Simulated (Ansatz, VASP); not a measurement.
## VN2: VASP beside Ansatz

```
CELL_PARAMETERS angstrom
-2.15075 2.15075 2.49135
2.15075 -2.15075 2.49135
2.15075 2.15075 -2.49135
ATOMIC_POSITIONS crystal
V 0.25000 0.25000 0.00000
V 0.75000 0.75000 0.00000
N 0.11510 0.61510 0.73020
N 0.61510 0.88490 0.50000
N 0.88490 0.38490 0.26980
N 0.38490 0.11510 0.50000
```

Alike in both runs: task single point; functional PBE; k mesh 10 × 10 × 10; occupations gaussian, width 0.1 eV; no spin polarisation.

|  | VASP | Ansatz |
| --- | --- | --- |
| version | VASP 6.6.1 | Ansatz 0.2.0 |
| potentials or method | VASP PAW PBE potentials, release 64 (V_sv, N), cutoff 520 eV | scalar-relativistic, plane waves, PAW |
| valence electrons in the cell | 46 | 46 |

VASP gave:

- gap on the k mesh at the Fermi level (eV): none
- pressure (GPa): -0.3
- traceless stress, the component that is largest in VASP (GPa): -0.99
- rms of the force components (eV/Å): 0.176

Task: Estimate Ansatz's values.

Result: gap on the k mesh at the Fermi level (eV): none; pressure (GPa): -0.9; traceless stress, the component that is largest in VASP (GPa): -0.86; rms of the force components (eV/Å): 0.196.

Atom by atom the forces differ by 0.020 eV/Å (rms over components). A gap of «none» marks a metal or a gap that the smearing closes.
